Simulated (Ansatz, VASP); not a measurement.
# KSi3I in VASP and in Ansatz

INCAR

```
SYSTEM = KSi3I
PREC = Accurate ; ENCUT = 600
EDIFF = 1E-6 ; ISMEAR = 0
SIGMA = 0.1 ; LREAL = .FALSE.
LASPH = .TRUE. ; NELM = 60
ALGO = Normal ; ISIF = 3
LWAVE = .FALSE. ; LCHARG = .FALSE.
GGA = PE ; IBRION = 2
NSW = 100 ; EDIFFG = -0.01
```

Contents of KPOINTS:

```
regular mesh
0
G
  8 8 8
  0 0 0
```

The input POSCAR:

```
KSi3I
1.0
    5.5303281899      0.0000000000      0.0000000000
    0.0000000000      5.5303281899      0.0000000000
    0.0000000000      0.0000000000      5.5303281899
K Si I
1 3 1
Direct
    0.0000000000      0.0000000000      0.0000000000
    0.0000000000      0.5000000000      0.5000000000
    0.5000000000      0.0000000000      0.5000000000
    0.5000000000      0.5000000000      0.0000000000
    0.5000000000      0.5000000000      0.5000000000
```

Input for Ansatz:

```yaml
crystal:
  lattice:
    - [5.5303281899, 0.0, 0.0]
    - [0.0, 5.5303281899, 0.0]
    - [0.0, 0.0, 5.5303281899]
  atoms:
    - { symbol: K, position: [0.0, 0.0, 0.0] }
    - { symbol: Si, position: [0.0, 0.5, 0.5] }
    - { symbol: Si, position: [0.5, 0.0, 0.5] }
    - { symbol: Si, position: [0.5, 0.5, 0.0] }
    - { symbol: I, position: [0.5, 0.5, 0.5] }
basis:
  ecutwfc: 420
kpoints:
  mp_grid: { grid: [8, 8, 8] }
hamiltonian:
  xc: pbe
scf:
  occupations: { method: gaussian, width: 0.1 }
output:
  forces: true
  stress: true
  eigenvalues: true
relax:
  adjacent_minimum: "off"
  f_tol: 0.01
  max_steps: 80
  cell: { stress_tol: 0.05 }
```

Alike in both runs: task relaxation of cell and atoms; functional PBE; k mesh 8 × 8 × 8; occupations gaussian, width 0.1 eV; no spin polarisation.

|  | VASP | Ansatz |
| --- | --- | --- |
| version | VASP 6.6.1 | Ansatz 0.2.0 |
| potentials or method | VASP PAW PBE potentials, release 64 (K_sv, Si, I), cutoff 600 eV | scalar-relativistic, plane waves, PAW |
| valence electrons in the cell | 28 | 38 |

|  | VASP | Ansatz | Ansatz less VASP |
| --- | --- | --- | --- |
| gap on the k mesh at the Fermi level, each at its own relaxed structure (eV) | none | none | - |
| relaxed volume (Å³/atom) | 33.06 | 33.02 | -0.036 |
| relaxed cell length with the largest relative difference (Å) | 5.488 | 5.486 | -0.0020 |

A gap of «none» marks a metal or a gap that the smearing closes. VASP's potentials hold 28 valence electrons a cell and Ansatz's 38, so a difference there can come from the potentials and not from the codes.

Spin-orbit coupling is off throughout.
